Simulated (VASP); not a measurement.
# Ge (Cmcm) in VASP: a series of runs, part 2 of 2

VASP 6.6.1.

## (4) Single point, PBEsol (strain +0.0450 x Voigt [1, 0, 0, 0, 0, 0])

Input file INCAR:

```
SYSTEM = Ge
PREC = Accurate ; ENCUT = 520
EDIFF = 1E-6 ; ISMEAR = 0
SIGMA = 0.15 ; LREAL = .False.
LASPH = .True. ; NELM = 100
ALGO = Normal ; ISIF = 2
LWAVE = .False. ; LCHARG = .False.
GGA = PS ; NBANDS = 36
```

Input file KPOINTS:

```
regular mesh
0
Gamma
  12 12 8
  0 0 0
```

Input file POSCAR:

```
Ge
1.0
    4.1768314156      0.0000000000      0.0000000000
   -2.0884157078      3.4614757064      0.0000000000
    0.0000000000      0.0000000000      6.5963651449
Ge
4
Direct
    0.6666666667      0.3333333333      0.0629118567
    0.3333333333      0.6666666667      0.5629118567
    0.6666666667      0.3333333333      0.4370881433
    0.3333333333      0.6666666667      0.9370881433
```

Potentials or basis: VASP PAW PBE potentials, release 64 (Ge_d).

On the command line:

```
$ cat potpaw_PBE.64/Ge_d/POTCAR > POTCAR
$ mpirun -np 1 vasp_std > vasp.out
```

OUTCAR:

```text
SYSTEM = Ge
   PREC = Accurate
   ENCUT = 520
   EDIFF = 1E-6
   ISMEAR = 0
   LREAL = .False.
   LASPH = .True.
   NELM = 100
   ISIF = 2
   GGA = PS

 ion  position               nearest neighbor table
   1  0.667  0.333  0.063-   4 2.45   3 2.47   4 2.53   4 2.53
   2  0.333  0.667  0.563-   3 2.45   4 2.47   3 2.53   3 2.53
   3  0.667  0.333  0.437-   2 2.45   1 2.47   2 2.53   2 2.53
   4  0.333  0.667  0.937-   1 2.45   2 2.47   1 2.53   1 2.53

  Warning from LATTYP: Monoclinic adjustment (A1->A3, A2->A1, A3->A2)!
  LATTYP: Found a base centered orthorhombic cell.
 ALAT       =     4.1768314156
 B/A-ratio  =     1.6574648876
 C/A-ratio  =     1.5792749308

  Lattice vectors:

 A1 = (   2.0884157078,  -3.4614757064,   0.0000000000)
 A2 = (   2.0884157078,   3.4614757064,   0.0000000000)
 A3 = (   0.0000000000,   0.0000000000,   6.5963651449)

Analysis of symmetry for initial positions (statically):
=====================================================================
 Subroutine PRICEL returns:
 Original cell was already a primitive cell.

 Routine SETGRP: Setting up the symmetry group for a
 base centered orthorhombic supercell.

 Subroutine GETGRP returns: Found  8 space group operations
 (whereof  4 operations were pure point group operations)
 out of a pool of  8 trial point group operations.

The static configuration has the point symmetry C_2h.
 The point group associated with its full space group is D_2h.

Analysis of symmetry for dynamics (positions and initial velocities):
=====================================================================
 Subroutine PRICEL returns:
 Original cell was already a primitive cell.

 Routine SETGRP: Setting up the symmetry group for a
 base centered orthorhombic supercell.

 Subroutine GETGRP returns: Found  8 space group operations
 (whereof  4 operations were pure point group operations)
 out of a pool of  8 trial point group operations.

The dynamic configuration has the point symmetry C_2h.
 The point group associated with its full space group is D_2h.

 Subroutine INISYM returns: Found  8 space group operations
 (whereof  4 operations are pure point group operations),
 and found     1 'primitive' translations

----------------------------------------------------------------------------------------

                                     Primitive cell

  volume of cell :      95.3703

  direct lattice vectors                    reciprocal lattice vectors
     4.176831416  0.000000000  0.000000000     0.239415935  0.144447063  0.000000000
    -2.088415708  3.461475706  0.000000000     0.000000000  0.288894126  0.000000000
     0.000000000  0.000000000  6.596365145     0.000000000  0.000000000  0.151598642

  length of vectors
     4.176831416  4.042684038  6.596365145     0.279615708  0.288894126  0.151598642

  position of ions in fractional coordinates (direct lattice)
     0.666666667  0.333333333  0.062911857
     0.333333333  0.666666667  0.562911857
     0.666666667  0.333333333  0.437088143
     0.333333333  0.666666667  0.937088143

  ion indices of the primitive-cell ions
   primitive index   ion index
                 1           1
                 2           2
                 3           3
                 4           4

[... 25 lines left out ...]

 Following reciprocal coordinates:
            Coordinates               Weight
  0.000000  0.000000  0.000000      1.000000
  0.083333  0.000000  0.000000      4.000000
  0.166667  0.000000  0.000000      4.000000
  0.250000  0.000000  0.000000      4.000000
  0.333333 -0.000000  0.000000      4.000000
  0.416667 -0.000000  0.000000      4.000000
[... 16 lines left out ...]
  0.333333  0.166667  0.000000      4.000000
  0.416667  0.166667  0.000000      4.000000
 [... further k-points ...]
   k-points           NKPTS =    215   k-points in BZ     NKDIM =    215   number of bands    NBANDS=     36
   number of dos      NEDOS =    301   number of ions     NIONS =      4
   total plane-waves  NPLWV =  48000
   dimension x,y,z NGX =    32 NGY =   30 NGZ =   50
   dimension x,y,z NGXF=    64 NGYF=   60 NGZF=  100
   ions per type =               4
   NGX,Y,Z   is equivalent  to a cutoff of  12.74, 12.34, 12.60 a.u.
   NGXF,Y,Z  is equivalent  to a cutoff of  25.47, 24.67, 25.20 a.u.
 SYSTEM =  Ge
   PREC   = accura    normal or accurate (medium, high low for compatibility)
   ISTART =      0    job   : 0-new  1-cont  2-samecut
   ICHARG =      2    charge: 1-file 2-atom 10-const
   ISPIN  =      1    spin polarized calculation?
   LNONCOLLINEAR =      F non collinear calculations
   LSORBIT =      F    spin-orbit coupling
   LASPH  =      T    aspherical Exc in radial PAW
   ENCUT  =  520.0 eV  38.22 Ry    6.18 a.u.   7.77  7.52 12.26*2*pi/ulx,y,z
   NELM   =    100;   NELMIN=  2; NELMDL= -5     # of ELM steps
   EDIFF  = 0.1E-05   stopping-criterion for ELM
   LREAL  =      F    real-space projection
   EDIFFG = 0.1E-04   stopping-criterion for IOM
   NSW    =      0    number of steps for IOM
   IBRION =     -1    ionic relax: 0-MD 1-quasi-New 2-CG
   NFREE  =      0    steps in history (QN), initial steepest desc. (CG)
   ISIF   =      2    stress and relaxation
   ISYM   =      2    0-nonsym 1-usesym 2-fastsym
   POTIM  = 0.5000    time-step for ionic-motion
   TEBEG  =    0.0;   TEEND  =   0.0 temperature during run
   PSTRESS=    0.0 pullay stress
   NELECT =      56.0000    total number of electrons
   NUPDOWN=      -1.0000    fix difference up-down
   EMIN   =  10.00;   EMAX   =-10.00  energy-range for DOS
   EFERMI =   0.00;   METHOD = LEGACY
   ISMEAR =     0;   SIGMA  =   0.15  broadening in eV -4-tet -1-fermi 0-gaus
   EFERMI_NEDOS =   21; number of points for ismear=-14 and -15
   IALGO  =     38    algorithm
   IMIX   =      4    mixing-type and parameters
     AMIX     =   0.40;   BMIX     =  1.00
     AMIX_MAG =   1.60;   BMIX_MAG =  1.00
  volume/ion in A,a.u.               =      23.84       160.90
  Fermi-wavevector in a.u.,A,eV,Ry     =   1.370881  2.590590 25.569642  1.879316
  Thomas-Fermi vector in A             =   2.496628
   LORBIT       =      0    0 simple, 1 ext, 2 COOP (PROOUT), +10 PAW based schemes
   GGA     = PS    functional components
   LHFCALC =     F    Hartree Fock is set to
   AEXX    =    0.0000 exact exchange contribution
   IVDW    =     0    specifies the selected vdW correction
   LEPSILON=     F    determine dielectric tensor
   LRPA    =     F    only Hartree local field effects (RPA)
 non-spin polarized calculation
 Gauss-broadening in eV      SIGMA  =   0.15
  energy-cutoff  :      520.00
  volume of cell :       95.37
 maximum number of plane-waves:      2603
   NGX = 15   NGY = 15   NGZ = 25

 number of electron      56.0000016 magnetization

 Free energy of the ion-electron system (eV)
  ---------------------------------------------------
  ext. energy  EPLUGINS =         0.00000000
  ---------------------------------------------------
  free energy    TOTEN  =       -19.60019147 eV

  energy without entropy =      -19.59810928  energy(sigma->0) =      -19.59915038

 E-fermi :   4.4069     XC(G=0):  -9.8788

 val. band max:        4.3793660729   @ k =   0.0000   0.0000   0.1250
 cond. band min:       4.4283160422   @ k =   0.0000   0.0000   0.3750
 fundamental gap:      0.0489499694
 Fermi energy:         4.4069395506

 k-point     1 :       0.0000    0.0000    0.0000
  band No.  band energies     occupation
      1     -20.3741      2.00000
      2     -20.3452      2.00000
      3     -20.3393      2.00000
      4     -20.3364      2.00000
      5     -20.3270      2.00000
      6     -20.3055      2.00000
[... 925 lines left out ...]
     35      11.6781      0.00000
     36      11.8459      0.00000

 [... further k-points ...]

------------------------ aborting loop because EDIFF is reached ----------------------------------------

  FORCE on cell =-STRESS in cart. coord.  units (eV):
  Direction    XX          YY          ZZ          XY          YZ          ZX
  --------------------------------------------------------------------------------------
  -------------------------------------------------------------------------------------
  Total       -3.7826230     -0.6932299     -0.2744762      0.0000000     -0.0000000      0.0000000
  in kB      -63.5463655    -11.6459498     -4.6110771      0.0000000     -0.0000000      0.0000000
  external PRESSURE =     -26.6011308 kB  Pullay stress =       0.0000000 kB

 VOLUME and BASIS-vectors are now :
 -----------------------------------------------------------------------------
  energy-cutoff  :      520.00
  volume of cell :       95.37
      direct lattice vectors                 reciprocal lattice vectors
     4.176831416  0.000000000  0.000000000     0.239415935  0.144447063  0.000000000
    -2.088415708  3.461475706  0.000000000     0.000000000  0.288894126  0.000000000
     0.000000000  0.000000000  6.596365145     0.000000000  0.000000000  0.151598642

 POSITION                                       TOTAL-FORCE (eV/Angst)
 -----------------------------------------------------------------------------------
      2.08842      1.15383      0.41499        -0.000000      0.273262     -0.187862
     -0.00000      2.30765      3.71317         0.000000     -0.273262     -0.187862
      2.08842      1.15383      2.88319        -0.000000      0.273262      0.187862
     -0.00000      2.30765      6.18138         0.000000     -0.273262      0.187862
 -----------------------------------------------------------------------------------
    total drift:                               -0.000000      0.000000     -0.000000

  FREE ENERGIE OF THE ION-ELECTRON SYSTEM (eV)
  ---------------------------------------------------
  free  energy   TOTEN  =       -19.6001914737 eV

  energy  without entropy=      -19.5981092808  energy(sigma->0) =      -19.59915038
```

OSZICAR:

```text
N       E                     dE             d eps       ncg     rms          rms(c)
DAV:   1     0.497261879345E+03    0.49726E+03   -0.28374E+04 17888   0.419E+03
DAV:   2     0.670256137817E+02   -0.43024E+03   -0.41896E+03 15480   0.812E+02
DAV:   3    -0.151554320603E+02   -0.82181E+02   -0.81078E+02 16808   0.207E+02
DAV:   4    -0.197710897243E+02   -0.46157E+01   -0.45975E+01 18156   0.570E+01
DAV:   5    -0.198669387368E+02   -0.95849E-01   -0.95815E-01 17324   0.917E+00    0.432E+00
DAV:   6    -0.196855011709E+02    0.18144E+00   -0.95410E-02 19120   0.291E+00    0.245E+00
DAV:   7    -0.195974675346E+02    0.88034E-01   -0.12734E-01 16612   0.271E+00    0.204E-01
DAV:   8    -0.195995763487E+02   -0.21088E-02   -0.15814E-02 17192   0.131E+00    0.104E-01
DAV:   9    -0.196000898543E+02   -0.51351E-03   -0.57921E-04 18668   0.153E-01    0.383E-02
DAV:  10    -0.196001790934E+02   -0.89239E-04   -0.11680E-04 18416   0.113E-01    0.979E-03
DAV:  11    -0.196001905223E+02   -0.11429E-04   -0.16168E-05 14392   0.211E-02    0.348E-03
DAV:  12    -0.196001914737E+02   -0.95143E-06   -0.19007E-06 14492   0.108E-02
   1 F= -.19600191E+02 E0= -.19599150E+02  d E =-.208219E-02
```

Wall time 4.5 min (1 thread of AMD EPYC 9R45 (Zen 5), shared host); peak memory 0.55 GiB.

Results:

| Item | Value |
| --- | --- |
| Free energy | -19.6002 eV |
| Pressure | -2.7 GPa |
| Largest force | 0.332 eV/Å |
| Band gap on the k mesh | zero (bands 28 and 29 overlap by 0.19 eV) |

Forces in eV/Å, atoms in the order of the input:
```
Ge   0.000  0.273 -0.188
Ge   0.000 -0.273 -0.188
Ge   0.000  0.273  0.188
Ge   0.000 -0.273  0.188
```

Levels at points of the mesh, in eV from the Fermi level:
```tsv
k point	band 26	band 27	band 28	band 29	band 30	band 31
(0.00, 0.00, 0.00)	-0.46	-0.41	-0.13	0.09	0.19	1.95
(0.50, 0.00, 0.00)	-2.90	-2.66	-1.20	0.56	1.70	3.56
(0.00, 0.50, 0.00)	-3.20	-2.73	-1.53	0.18	1.28	3.37
(0.00, 0.00, 0.50)	-0.93	-0.81	-0.81	0.37	0.37	3.06
(0.50, 0.00, 0.50)	-2.41	-2.19	-2.19	0.57	0.57	2.18
(0.00, 0.50, 0.50)	-2.53	-2.35	-2.35	0.28	0.28	2.13
```

Caveat: the cell differs from its parent crystal (strain +0.0450 x Voigt [1, 0, 0, 0, 0, 0]); the stress differs along the axes, from -6 to -0 GPa; semilocal functionals underestimate gaps, and a narrow one can read as zero; the PAW data sets were made with another functional, which shifts forces and pressure a little.

## (5) Single point, PBEsol (strain +0.0150 x Voigt [1, 0, 0, 0, 0, 0])

Input file INCAR:

```
SYSTEM = Ge
  ALGO = Normal
  EDIFF = 1E-6
  ENCUT = 520
  GGA = PS
  ISIF = 2
  ISMEAR = 0
  LASPH = .True.
  LCHARG = .False.
  LREAL = .False.
  LWAVE = .False.
  NBANDS = 36
  NELM = 100
  PREC = Accurate
  SIGMA = 0.15
```

Input file KPOINTS:

```
k-points
0
Gamma
  12 12 8
  0 0 0
```

POSCAR: that of step 4 with these lines changed.

```diff
@@ -2,4 +2,4 @@
 1.0
-    4.1768314156      0.0000000000      0.0000000000
-   -2.0884157078      3.4614757064      0.0000000000
+    4.0569223797      0.0000000000      0.0000000000
+   -2.0284611899      3.4614757064      0.0000000000
     0.0000000000      0.0000000000      6.5963651449
```

On the command line:

```
$ cat potpaw_PBE.64/Ge_d/POTCAR > POTCAR
$ mpirun -np 1 vasp_std > vasp.out
```

Run time: 4.7 min. Hardware: 1 thread of Intel Xeon 6975P-C (Granite Rapids), shared host; peak memory 0.56 GiB.

It converged, with:

```
Free energy            : -19.6749 eV
Pressure               : -1.1 GPa
Largest force          : 0.127 eV/Å
Band gap on the k mesh : zero (bands 28 and 29 overlap by 0.03 eV)
```

Forces on the atoms (eV/Å):
```
Ge   0.000  0.103 -0.075
Ge   0.000 -0.103 -0.075
Ge   0.000  0.103  0.075
Ge   0.000 -0.103  0.075
```

Stress tensor (GPa, compression positive):
```
-2.45  0.00  0.00
 0.00 -0.50  0.00
 0.00  0.00 -0.26
```

Levels at points of the mesh, in eV from the Fermi level:
```csv
k point,band 26,band 27,band 28,band 29,band 30,band 31
"(0.00, 0.00, 0.00)",-0.27,-0.18,-0.17,0.08,0.12,2.11
"(0.50, 0.00, 0.00)",-3.04,-2.81,-1.39,0.47,1.62,3.49
"(0.00, 0.50, 0.00)",-3.15,-2.83,-1.51,0.33,1.46,3.46
"(0.00, 0.00, 0.50)",-0.92,-0.87,-0.87,0.52,0.52,3.22
"(0.50, 0.00, 0.50)",-2.53,-2.37,-2.37,0.48,0.48,2.07
"(0.00, 0.50, 0.50)",-2.51,-2.49,-2.49,0.38,0.38,2.05
```

Caveat: the cell differs from its parent crystal (strain +0.0150 x Voigt [1, 0, 0, 0, 0, 0]); semilocal functionals underestimate gaps, and a narrow one can read as zero; the PAW data sets were made with another functional, which shifts forces and pressure a little.

## (6) Single point, PBEsol (strain +0.0300 x Voigt [1, 0, 0, 0, 0, 0])

Input file INCAR:

```
SYSTEM = Ge
PREC = Accurate
ENCUT = 520
EDIFF = 1E-7
ISMEAR = 0
SIGMA = 0.15
LREAL = .FALSE.
LASPH = .TRUE.
NELM = 60
ALGO = Normal
ISIF = 2
LWAVE = .FALSE.
LCHARG = .FALSE.
GGA = PS
NBANDS = 36
```

Input file KPOINTS:

```
Automatic mesh
0
G
  12 12 8
  0 0 0
```

POSCAR: that of step 5 with these lines changed.

```diff
@@ -2,4 +2,4 @@
 1.0
-    4.0569223797      0.0000000000      0.0000000000
-   -2.0284611899      3.4614757064      0.0000000000
+    4.1168768976      0.0000000000      0.0000000000
+   -2.0584384488      3.4614757064      0.0000000000
     0.0000000000      0.0000000000      6.5963651449
```

Potentials or basis: VASP PAW PBE potentials, release 64 (Ge_d).

On the command line:

```
$ cat potpaw_PBE.64/Ge_d/POTCAR > POTCAR
$ mpirun -np 1 vasp_std > vasp.out
```

It took 4.4 min on 1 thread of Intel Xeon 6975P-C (Granite Rapids), shared host; peak memory 0.57 GiB.

Results (log left out):

```
Free energy            : -19.6459 eV
Pressure               : -1.9 GPa
Largest force          : 0.236 eV/Å
Band gap on the k mesh : zero (bands 28 and 29 overlap by 0.13 eV)
```

Forces in eV/Å, atoms in the order of the input:
```
Ge   0.000  0.193 -0.135
Ge   0.000 -0.193 -0.135
Ge   0.000  0.193  0.135
Ge   0.000 -0.193  0.135
```

Stress tensor (GPa, compression positive):
```
-4.45  0.00  0.00
 0.00 -0.79  0.00
 0.00  0.00 -0.31
```

Levels at points of the mesh, in eV from the Fermi level:
| k point | band 25 | band 26 | band 27 | band 28 | band 29 | band 30 | band 31 | band 32 |
| --- | --- | --- | --- | --- | --- | --- | --- | --- |
| (0.00, 0.00, 0.00) | -1.47 | -0.37 | -0.29 | -0.15 | 0.08 | 0.15 | 2.02 | 2.31 |
| (0.50, 0.00, 0.00) | -4.51 | -2.97 | -2.74 | -1.30 | 0.51 | 1.66 | 3.53 | 3.66 |
| (0.00, 0.50, 0.00) | -4.45 | -3.18 | -2.78 | -1.52 | 0.25 | 1.36 | 3.45 | 3.47 |
| (0.00, 0.00, 0.50) | -0.93 | -0.93 | -0.84 | -0.84 | 0.44 | 0.44 | 3.13 | 3.13 |
| (0.50, 0.00, 0.50) | -2.47 | -2.47 | -2.28 | -2.28 | 0.52 | 0.52 | 2.13 | 2.13 |
| (0.00, 0.50, 0.50) | -2.52 | -2.52 | -2.43 | -2.43 | 0.32 | 0.32 | 2.08 | 2.08 |

Caveat: the cell differs from its parent crystal (strain +0.0300 x Voigt [1, 0, 0, 0, 0, 0]); semilocal functionals underestimate gaps, and a narrow one can read as zero; the PAW data sets were made with another functional, which shifts forces and pressure a little.

## (7) Summary

| cell | gap on the mesh (eV) | pressure (GPa) | largest force (eV/Å) |
| --- | --- | --- | --- |
| a = 3.877, b = 3.967, c = 6.596 Å, angles 90.0, 90.0, 119.3°, 4 atoms | 0.02 | 2.1 | 0.30 |
| a = 3.937, b = 3.982, c = 6.596 Å, angles 90.0, 90.0, 119.6°, 4 atoms | none | 1.0 | 0.14 |
| a = 4.177, b = 4.043, c = 6.596 Å, angles 90.0, 90.0, 121.1°, 4 atoms | none | -2.7 | 0.33 |
| a = 4.057, b = 4.012, c = 6.596 Å, angles 90.0, 90.0, 120.4°, 4 atoms | none | -1.1 | 0.13 |
| a = 4.117, b = 4.027, c = 6.596 Å, angles 90.0, 90.0, 120.7°, 4 atoms | none | -1.9 | 0.24 |

Alike in all rows: task single point; level PBEsol; potentials or basis VASP PAW PBE potentials, release 64 (Ge_d); no spin polarisation; k mesh 12 × 12 × 8; cutoff (eV) 520; smearing gaussian 0.15 eV.

Caveats: semilocal functionals underestimate gaps, and a narrow one can read as zero; the PAW data sets were made with another functional, which shifts forces and pressure a little; the stress differs along the axes, from 0 to 5 GPa (at least some runs); the smearing spreads over this small gap (at least some runs); the stress differs along the axes, from -6 to -0 GPa (at least some runs).

Total energies depend on the potentials used, so only differences within one code and one set of settings carry meaning.

The gap in the log of VASP goes by the Fermi energy; the results here count the filled bands.